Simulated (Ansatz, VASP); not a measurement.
# TaAs: VASP beside Ansatz

```
Ta As
1.0
    -1.72094    1.72094    5.85629
     1.72094   -1.72094    5.85629
     1.72094    1.72094   -5.85629
Ta As
2 2
Direct
  0.50002 0.00002 0.50000
  0.75002 0.75002 0.00000
  0.08258 0.58258 0.50000
  0.33258 0.33258 0.00000
```

Alike in both runs: functional r2SCAN; k mesh 18 × 18 × 18; occupations gaussian, width 0.1 eV; no spin polarisation.

Ansatz relaxed the structure, and its values are those at the end. VASP's run is a single point on that final structure, the one shown.

|  | VASP | Ansatz |
| --- | --- | --- |
| version | VASP 6.6.1 | Ansatz 0.2.0 |
| potentials or method | VASP PAW PBE potentials, release 64 (Ta_pv, As), cutoff 520 eV | scalar-relativistic, plane waves, PAW |
| valence electrons in the cell | 32 | 56 |

```csv
,VASP,Ansatz,Ansatz less VASP
gap on the k mesh at the Fermi level (eV),none,none,-
pressure (GPa),0.5,0.0,-0.51
```

VASP's potentials were made for PBE, not for r2SCAN. A gap of «none» marks a metal or a gap that the smearing closes. With one functional, cell and mesh, what is left measures potentials, basis and numerics. VASP's potentials hold 32 valence electrons a cell and Ansatz's 56, so a difference there can come from the potentials and not from the codes.

Spin-orbit coupling is off throughout.
